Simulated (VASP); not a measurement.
# Rb (Pm-3m) in VASP: notebook

Rb is run at these levels: PBEsol; tasks: single point, relaxation of cell and atoms.

Program: VASP 6.6.1. These are calculated values, not measurements. Logs are shortened: lines on timing, memory, paths and dates and some standing lists are left out, and cuts for length are marked.

**1. The cell of the first run**

The structure is cubic, space group Pm-3m (No. 221). Conventional cell: a = 4.548 Å, b = 4.548 Å, c = 4.548 Å, α = 90.00°, β = 90.00°, γ = 90.00°.

**2. Single point, PBEsol**

INCAR

```
SYSTEM = Rb
ALGO = Normal
EDIFF = 1E-6
ENCUT = 520
GGA = PS
ISIF = 2
ISMEAR = -1
LASPH = .True.
LCHARG = .False.
LREAL = .False.
LWAVE = .False.
NBANDS = 10
NELM = 100
PREC = Accurate
SIGMA = 0.1
```

KPOINTS

```
k-points
0
Gamma
  9 9 9
  0 0 0
```

POSCAR

```
Rb
1.0
    4.5480016987      0.0000000000      0.0000000000
    0.0000000000      4.5480016987      0.0000000000
    0.0000000000      0.0000000000      4.5480016987
Rb
1
Direct
    0.0000000000      0.0000000000      0.0000000000
```

Potentials or basis: VASP PAW PBE potentials, release 64 (Rb_sv).

On the command line:

```console
$ cat potpaw_PBE.64/Rb_sv/POTCAR > POTCAR
$ mpirun -np 1 vasp_std > vasp.out
```

OUTCAR:

```text
SYSTEM = Rb
   EDIFF = 1E-6
   ENCUT = 520
   GGA = PS
   ISIF = 2
   ISMEAR = -1
   LASPH = .True.
   LREAL = .False.
   NELM = 100
   PREC = Accurate

 ion  position               nearest neighbor table
   1  0.000  0.000  0.000-

  LATTYP: Found a simple cubic cell.
 ALAT       =     4.5480016987

  Lattice vectors:

 A1 = (   4.5480016987,   0.0000000000,   0.0000000000)
 A2 = (   0.0000000000,   4.5480016987,   0.0000000000)
 A3 = (   0.0000000000,   0.0000000000,   4.5480016987)

Analysis of symmetry for initial positions (statically):
=====================================================================
 Subroutine PRICEL returns:
 Original cell was already a primitive cell.

 Routine SETGRP: Setting up the symmetry group for a
 simple cubic supercell.

 Subroutine GETGRP returns: Found 48 space group operations
[... 9 lines left out ...]

 Routine SETGRP: Setting up the symmetry group for a
 simple cubic supercell.

 Subroutine GETGRP returns: Found 48 space group operations
[... 11 lines left out ...]
                                     Primitive cell

  volume of cell :      94.0723

  direct lattice vectors                    reciprocal lattice vectors
     4.548001699  0.000000000  0.000000000     0.219876787  0.000000000  0.000000000
     0.000000000  4.548001699  0.000000000     0.000000000  0.219876787  0.000000000
     0.000000000  0.000000000  4.548001699     0.000000000  0.000000000  0.219876787

  length of vectors
     4.548001699  4.548001699  4.548001699     0.219876787  0.219876787  0.219876787

  position of ions in fractional coordinates (direct lattice)
     0.000000000  0.000000000  0.000000000

  ion indices of the primitive-cell ions
   primitive index   ion index
                 1           1

----------------------------------------------------------------------------------------

 KPOINTS: k-points

Automatic generation of k-mesh.
 Grid dimensions read from file:
 generate k-points for:    9    9    9

 Generating k-lattice:

  Cartesian coordinates                     Fractional coordinates (reciprocal lattice)
     0.024430754  0.000000000  0.000000000     0.111111111  0.000000000  0.000000000
     0.000000000  0.024430754  0.000000000     0.000000000  0.111111111  0.000000000
     0.000000000  0.000000000  0.024430754     0.000000000  0.000000000  0.111111111

  Length of vectors
     0.024430754  0.024430754  0.024430754
[... 49 lines left out ...]
   LNONCOLLINEAR =      F non collinear calculations
   LSORBIT =      F    spin-orbit coupling
   LASPH  =      T    aspherical Exc in radial PAW
   ENCUT  =  520.0 eV  38.22 Ry    6.18 a.u.   8.46  8.46  8.46*2*pi/ulx,y,z
   NELM   =    100;   NELMIN=  2; NELMDL= -5     # of ELM steps
   EDIFF  = 0.1E-05   stopping-criterion for ELM
   LREAL  =      F    real-space projection
   EDIFFG = 0.1E-04   stopping-criterion for IOM
   NSW    =      0    number of steps for IOM
   IBRION =     -1    ionic relax: 0-MD 1-quasi-New 2-CG
   NFREE  =      0    steps in history (QN), initial steepest desc. (CG)
   ISIF   =      2    stress and relaxation
   ISYM   =      2    0-nonsym 1-usesym 2-fastsym
   POTIM  = 0.5000    time-step for ionic-motion
   TEBEG  =    0.0;   TEEND  =   0.0 temperature during run
   PSTRESS=    0.0 pullay stress
   NELECT =       9.0000    total number of electrons
   NUPDOWN=      -1.0000    fix difference up-down
   EMIN   =  10.00;   EMAX   =-10.00  energy-range for DOS
   EFERMI =   0.00;   METHOD = LEGACY
   ISMEAR =    -1;   SIGMA  =   0.10  broadening in eV -4-tet -1-fermi 0-gaus
   EFERMI_NEDOS =   21; number of points for ismear=-14 and -15
   IALGO  =     38    algorithm
   IMIX   =      4    mixing-type and parameters
     AMIX     =   0.40;   BMIX     =  1.00
     AMIX_MAG =   1.60;   BMIX_MAG =  1.00
  volume/ion in A,a.u.               =      94.07       634.83
  Fermi-wavevector in a.u.,A,eV,Ry     =   0.748747  1.414927  7.627725  0.560622
  Thomas-Fermi vector in A             =   1.845106
   LORBIT       =      0    0 simple, 1 ext, 2 COOP (PROOUT), +10 PAW based schemes
   GGA     = PS    functional components
   LHFCALC =     F    Hartree Fock is set to
   AEXX    =    0.0000 exact exchange contribution
   IVDW    =     0    specifies the selected vdW correction
   LEPSILON=     F    determine dielectric tensor
   LRPA    =     F    only Hartree local field effects (RPA)
 non-spin polarized calculation
  energy-cutoff  :      520.00
  volume of cell :       94.07
 maximum number of plane-waves:      2557
 NGX is ok and might be reduce to    36
   NGX = 17   NGY = 17   NGZ = 17

 number of electron       9.0000000 magnetization

 Free energy of the ion-electron system (eV)
  ---------------------------------------------------
  ext. energy  EPLUGINS =         0.00000000
  ---------------------------------------------------
  free energy    TOTEN  =        -0.93963903 eV

  energy without entropy =       -0.91001380  energy(sigma->0) =       -0.92482642

 E-fermi :  -0.1092     XC(G=0):  -5.4308

 val. band max:       -0.1401005104   @ k =   0.3333   0.3333   0.1111
 cond. band min:      -0.0635588551   @ k =   0.4444   0.2222   0.0000
 fundamental gap:      0.0765416553
 Fermi energy:        -0.1092124666

 k-point     1 :       0.0000    0.0000    0.0000
  band No.  band energies     occupation
      1     -29.1243      2.00000
      2     -13.1545      2.00000
      3     -13.1545      2.00000
      4     -13.1545      2.00000
      5      -2.0387      2.00000
      6       2.2189      0.00000
      7       2.2189      0.00000
      8       5.7511      0.00000
      9       5.7512      0.00000
     10       5.7516      0.00000
[... 287 lines left out ...]
 k-point    24 :       0.4444    0.3333    0.1111
  band No.  band energies     occupation
      1     -29.1145      2.00000
      2     -13.2739      2.00000
      3     -13.2414      2.00000
      4     -13.1496      2.00000
      5       0.3996      0.01226
      6       1.0960      0.00001
      7       2.3275      0.00000
      8       2.9025      0.00000
      9       4.2232      0.00000
     10       4.4704      0.00000

 [... further k-points ...]
[... 5 lines left out ...]
  --------------------------------------------------------------------------------------
  -------------------------------------------------------------------------------------
  Total       -0.0055594     -0.0055594     -0.0055594      0.0000000      0.0000000     -0.0000000
  in kB       -0.0946848     -0.0946848     -0.0946848      0.0000000      0.0000000     -0.0000000
  external PRESSURE =      -0.0946848 kB  Pullay stress =       0.0000000 kB

 VOLUME and BASIS-vectors are now :
 -----------------------------------------------------------------------------
  energy-cutoff  :      520.00
  volume of cell :       94.07
      direct lattice vectors                 reciprocal lattice vectors
     4.548001699  0.000000000  0.000000000     0.219876787  0.000000000  0.000000000
     0.000000000  4.548001699  0.000000000     0.000000000  0.219876787  0.000000000
     0.000000000  0.000000000  4.548001699     0.000000000  0.000000000  0.219876787

 POSITION                                       TOTAL-FORCE (eV/Angst)
 -----------------------------------------------------------------------------------
      0.00000      0.00000      0.00000         0.000000      0.000000      0.000000
 -----------------------------------------------------------------------------------
    total drift:                                0.000000      0.000000     -0.000000

  FREE ENERGIE OF THE ION-ELECTRON SYSTEM (eV)
  ---------------------------------------------------
  free  energy   TOTEN  =        -0.9396390340 eV

  energy  without entropy=       -0.9100138008  energy(sigma->0) =       -0.92482642
```

Wall time 21 s (1 thread of Intel Xeon Platinum 8259CL at 2.50GHz (Skylake/Cascade Lake), shared host); peak memory 0.2 GiB.

Results:

| Property | Result |
| --- | --- |
| Free energy | -0.9396 eV |
| Pressure | 0.0 GPa |

Caveat: the PAW data sets were made with another functional, which shifts forces and pressure a little.

**3. Relaxation of cell and atoms, PBEsol**

INCAR

```
SYSTEM = Rb
ALGO     = Normal         ! electronic algorithm
EDIFF    = 1E-6           ! SCF threshold, eV
EDIFFG   = -0.005         ! ionic threshold
ENCUT    = 600            ! plane-wave cutoff, eV
GGA      = PS             ! functional
IBRION   = 2              ! ionic algorithm
ISIF     = 3              ! what is computed and relaxed
ISMEAR   = -1             ! smearing method
LASPH    = .True.         ! aspherical terms in the spheres
LCHARG   = .False.        ! write CHGCAR
LREAL    = .False.        ! projectors in reciprocal space
LWAVE    = .False.        ! write WAVECAR
NELM     = 60             ! most SCF steps
NSW      = 60             ! ionic steps
PREC     = Accurate       ! precision mode
SIGMA    = 0.1            ! smearing width, eV
```

KPOINTS is that of step 2.

POSCAR is that of step 2.

Potentials or basis: VASP PAW PBE potentials, release 64 (Rb_sv).

On the command line:

```console
$ cat potpaw_PBE.64/Rb_sv/POTCAR > POTCAR
$ mpirun -np 1 vasp_std > vasp.out
```

OUTCAR:

```text
SYSTEM = Rb
   EDIFF = 1E-6
   EDIFFG = -0.005
   ENCUT = 600
   GGA = PS
   IBRION = 2
   ISIF = 3
   ISMEAR = -1
   LASPH = .True.
   LREAL = .False.
   NELM = 60
   NSW = 60
   PREC = Accurate

 ion  position               nearest neighbor table
   1  0.000  0.000  0.000-

  LATTYP: Found a simple cubic cell.
 ALAT       =     4.5480016987

  Lattice vectors:

 A1 = (   4.5480016987,   0.0000000000,   0.0000000000)
 A2 = (   0.0000000000,   4.5480016987,   0.0000000000)
 A3 = (   0.0000000000,   0.0000000000,   4.5480016987)

Analysis of symmetry for initial positions (statically):
=====================================================================
 Subroutine PRICEL returns:
 Original cell was already a primitive cell.

 Routine SETGRP: Setting up the symmetry group for a
 simple cubic supercell.

 Subroutine GETGRP returns: Found 48 space group operations
[... 9 lines left out ...]

 Routine SETGRP: Setting up the symmetry group for a
 simple cubic supercell.

 Subroutine GETGRP returns: Found 48 space group operations
[... 11 lines left out ...]
                                     Primitive cell

  volume of cell :      94.0723

  direct lattice vectors                    reciprocal lattice vectors
     4.548001699  0.000000000  0.000000000     0.219876787  0.000000000  0.000000000
     0.000000000  4.548001699  0.000000000     0.000000000  0.219876787  0.000000000
     0.000000000  0.000000000  4.548001699     0.000000000  0.000000000  0.219876787

  length of vectors
     4.548001699  4.548001699  4.548001699     0.219876787  0.219876787  0.219876787

  position of ions in fractional coordinates (direct lattice)
     0.000000000  0.000000000  0.000000000

  ion indices of the primitive-cell ions
   primitive index   ion index
                 1           1

----------------------------------------------------------------------------------------

 KPOINTS: k-points

Automatic generation of k-mesh.
 Grid dimensions read from file:
 generate k-points for:    9    9    9

 Generating k-lattice:

  Cartesian coordinates                     Fractional coordinates (reciprocal lattice)
     0.024430754  0.000000000  0.000000000     0.111111111  0.000000000  0.000000000
     0.000000000  0.024430754  0.000000000     0.000000000  0.111111111  0.000000000
     0.000000000  0.000000000  0.024430754     0.000000000  0.000000000  0.111111111

  Length of vectors
     0.024430754  0.024430754  0.024430754

  Shift w.r.t. Gamma in fractional coordinates (k-lattice)
     0.000000000  0.000000000  0.000000000

 Subroutine IBZKPT returns following result:
 ===========================================

 Found     35 irreducible k-points:

[... 63 lines left out ...]
   IMIX   =      4    mixing-type and parameters
     AMIX     =   0.40;   BMIX     =  1.00
     AMIX_MAG =   1.60;   BMIX_MAG =  1.00
  volume/ion in A,a.u.               =      94.07       634.83
  Fermi-wavevector in a.u.,A,eV,Ry     =   0.748747  1.414927  7.627725  0.560622
  Thomas-Fermi vector in A             =   1.845106
   LORBIT       =      0    0 simple, 1 ext, 2 COOP (PROOUT), +10 PAW based schemes
   GGA     = PS    functional components
   LHFCALC =     F    Hartree Fock is set to
   AEXX    =    0.0000 exact exchange contribution
   IVDW    =     0    specifies the selected vdW correction
   LEPSILON=     F    determine dielectric tensor
   LRPA    =     F    only Hartree local field effects (RPA)
 conjugate gradient relaxation of ions
 non-spin polarized calculation
  energy-cutoff  :      600.00
  volume of cell :       94.07
 maximum number of plane-waves:      3156
   NGX = 19   NGY = 19   NGZ = 19

--------------------------------------- Ionic step        1  -------------------------------------------

 number of electron       9.0000000 magnetization

 Free energy of the ion-electron system (eV)
  ---------------------------------------------------
  ext. energy  EPLUGINS =         0.00000000
  ---------------------------------------------------
  free energy    TOTEN  =        -0.93961026 eV

  energy without entropy =       -0.90998528  energy(sigma->0) =       -0.92479777

------------------------ aborting loop because EDIFF is reached ----------------------------------------

  FORCE on cell =-STRESS in cart. coord.  units (eV):
  Direction    XX          YY          ZZ          XY          YZ          ZX
  --------------------------------------------------------------------------------------
  -------------------------------------------------------------------------------------
  Total       -0.0054547     -0.0054547     -0.0054547     -0.0000000      0.0000000     -0.0000000
  in kB       -0.0929002     -0.0929002     -0.0929002     -0.0000000      0.0000000     -0.0000000
  external PRESSURE =      -0.0929002 kB  Pullay stress =       0.0000000 kB

 VOLUME and BASIS-vectors are now :
 -----------------------------------------------------------------------------
  energy-cutoff  :      600.00
  volume of cell :       94.07
      direct lattice vectors                 reciprocal lattice vectors
     4.548001699  0.000000000  0.000000000     0.219876787  0.000000000  0.000000000
     0.000000000  4.548001699  0.000000000     0.000000000  0.219876787  0.000000000
     0.000000000  0.000000000  4.548001699     0.000000000  0.000000000  0.219876787

 POSITION                                       TOTAL-FORCE (eV/Angst)
 -----------------------------------------------------------------------------------
      0.00000      0.00000      0.00000         0.000000      0.000000      0.000000
 -----------------------------------------------------------------------------------
    total drift:                                0.000000      0.000000     -0.000000

  FREE ENERGIE OF THE ION-ELECTRON SYSTEM (eV)
  ---------------------------------------------------
  free  energy   TOTEN  =        -0.9396102588 eV

  energy  without entropy=       -0.9099852753  energy(sigma->0) =       -0.92479777

--------------------------------------- Ionic step        2  -------------------------------------------

 number of electron       9.0000000 magnetization

 Free energy of the ion-electron system (eV)
  ---------------------------------------------------
  ext. energy  EPLUGINS =         0.00000000
  ---------------------------------------------------
  free energy    TOTEN  =        -0.93961356 eV

  energy without entropy =       -0.90999385  energy(sigma->0) =       -0.92480371

 E-fermi :  -0.1073     XC(G=0):  -5.4326

 val. band max:       -0.1382120732   @ k =   0.3333   0.3333   0.1111
 cond. band min:      -0.0615315985   @ k =   0.4444   0.2222   0.0000
 fundamental gap:      0.0766804747
 Fermi energy:        -0.1072530515

 k-point     1 :       0.0000    0.0000    0.0000
  band No.  band energies     occupation
      1     -29.1216      2.00000
      2     -13.1519      2.00000
      3     -13.1519      2.00000
      4     -13.1519      2.00000
      5      -2.0378      2.00000
      6       2.2209      0.00000
      7       2.2209      0.00000
      8       5.7560      0.00000
[... 243 lines left out ...]
 k-point    24 :       0.4444    0.3333    0.1111
  band No.  band energies     occupation
      1     -29.1117      2.00000
      2     -13.2716      2.00000
      3     -13.2390      2.00000
      4     -13.1470      2.00000
      5       0.4015      0.01227
      6       1.0984      0.00001
      7       2.3303      0.00000
      8       2.9056      0.00000

 [... further k-points ...]
[... 5 lines left out ...]
  --------------------------------------------------------------------------------------
  -------------------------------------------------------------------------------------
  Total       -0.0041050     -0.0041050     -0.0041050      0.0000000      0.0000000     -0.0000000
  in kB       -0.0699682     -0.0699682     -0.0699682      0.0000000      0.0000000     -0.0000000
  external PRESSURE =      -0.0699682 kB  Pullay stress =       0.0000000 kB

 VOLUME and BASIS-vectors are now :
 -----------------------------------------------------------------------------
  energy-cutoff  :      600.00
  volume of cell :       94.00
      direct lattice vectors                 reciprocal lattice vectors
     4.546804903 -0.000000000 -0.000000000     0.219934662  0.000000000 -0.000000000
    -0.000000000  4.546804903 -0.000000000     0.000000000  0.219934662 -0.000000000
     0.000000000  0.000000000  4.546804903     0.000000000  0.000000000  0.219934662

 POSITION                                       TOTAL-FORCE (eV/Angst)
 -----------------------------------------------------------------------------------
      0.00000      0.00000      0.00000         0.000000      0.000000      0.000000
 -----------------------------------------------------------------------------------
    total drift:                                0.000000      0.000000     -0.000000

  FREE ENERGIE OF THE ION-ELECTRON SYSTEM (eV)
  ---------------------------------------------------
  free  energy   TOTEN  =        -0.9396135615 eV

  energy  without entropy=       -0.9099938526  energy(sigma->0) =       -0.92480371

 reached required accuracy - stopping structural energy minimisation
```

Run time: 21 s. Hardware: 1 thread of Intel Xeon Platinum 8259CL at 2.50GHz (Skylake/Cascade Lake), shared host; peak memory 0.22 GiB.

Results:

```
Free energy                            : -0.9396 eV
Relaxed volume                         : 94.00 Å³/atom
Relaxed cell                           : a = 4.547 Å, b = 4.547 Å, c = 4.547 Å, α = 90.00°, β = 90.00°, γ = 90.00°
Space group after relaxing (to 0.05 Å) : Pm-3m (No. 221)
Energy gained by relaxing              : 0.0 meV/atom
Ionic steps                            : 2
Pressure after relaxing                : 0.0 GPa
```

Final structure:
```
CELL_PARAMETERS angstrom
4.54680 0.00000 0.00000
0.00000 4.54680 0.00000
0.00000 0.00000 4.54680
ATOMIC_POSITIONS crystal
Rb 0.00000 0.00000 0.00000
```

Caveat: the PAW data sets were made with another functional, which shifts forces and pressure a little.
